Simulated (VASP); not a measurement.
BiB2N:

```xyz
4
Lattice="3.0849 0.0000 0.0000 0.0000 3.0849 0.0000 0.0000 0.0000 4.3627" Properties=species:S:1:pos:R:3 pbc="T T T"
N     0.0000    0.0000    0.0000
B     0.0000    1.5424    3.2720
B     1.5424    0.0000    1.0907
Bi    1.5424    1.5424    2.1813
```

* Program: VASP 6.6.1
* Task: relaxation of cell and atoms
* Functional: PBE
* Potentials or basis: VASP PAW PBE potentials, release 64 (N_h, B_h, Bi_d)
* Cutoff: 1330 eV
* k mesh: 8 × 8 × 6
* Occupations: fermi-dirac, width 0.02 eV
* Spin: no spin polarisation

At the start: pressure 82.7 GPa; volume 10.38 Å³/atom.

Task: How do energy, volume and symmetry change on relaxing?

Result: Over 32 steps the energy falls by 1728.1 meV/atom and the volume is 13.02 Å³/atom (+25.5 %); space group P-4m2 (No. 115, to 0.1 Å) before and after.

Step by step:
```
step  energy change (eV)  largest force (eV/Å)  pressure (GPa)  volume (Å³)
   1              0.0000               12.6922           82.74        41.52
   2             -1.8232                0.6263          -20.55        82.69
   3             -5.3998                0.1042          -12.03        57.07
   4             -5.4976                0.5084           -9.22        55.47
   5             -5.5374                1.2553           -4.07        53.29
   6             -5.5397                1.1203           -4.94        53.61
   7             -5.7390                0.7398           -1.72        51.22
   8             -5.8362                0.4521            3.60        48.61
   9             -5.8391                0.3553            5.53        47.85
  10             -5.9503                0.1902            0.76        49.51
  11             -6.0317                0.2170           -6.65        53.31
  12             -5.8263                1.1653          -11.87        60.54
  13             -6.1126                0.3990           -9.47        55.51
  14             -6.1476                0.5093           -9.62        55.70
  15             -6.2166                0.8709           -9.17        56.22
  16             -6.1745                1.3975           -6.62        57.06
  17             -6.2232                1.0857           -8.61        56.52
  18             -6.2746                1.0970           -7.65        55.93
  19             -6.4038                1.1350           -4.40        54.21
  20             -6.5376                1.3126            4.06        50.85
  21             -6.5411                1.3425            6.69        50.03
  22             -6.6357                1.1943            6.37        50.03
  23             -6.8412                0.3338            5.39        50.00
  24             -6.3339                3.0701            5.14        49.78
  25             -6.8597                0.2800            4.81        49.98
  26             -6.8944                0.2840            1.02        51.34
  27             -6.9001                0.2921           -1.21        52.24
  28             -6.9097                0.1386           -0.72        52.21
  29             -6.9122                0.0191           -0.30        52.19
  30             -6.9122                0.0063           -0.25        52.19
  31             -6.9122                0.0004           -0.24        52.19
  32             -6.9123                0.0043            0.00        52.09
```

Final structure:
```
N B Bi
1.0
     2.84702    0.00000    0.00000
     0.00000    2.84702    0.00000
     0.00000    0.00000    6.42692
N B Bi
1 2 1
Direct
  0.00000 0.00000 0.00000
  0.00000 0.50000 0.88069
  0.50000 0.00000 0.11931
  0.50000 0.50000 0.50000
```

Caveat: the volume moved by over 15 % at a fixed basis, so the end points are rough.
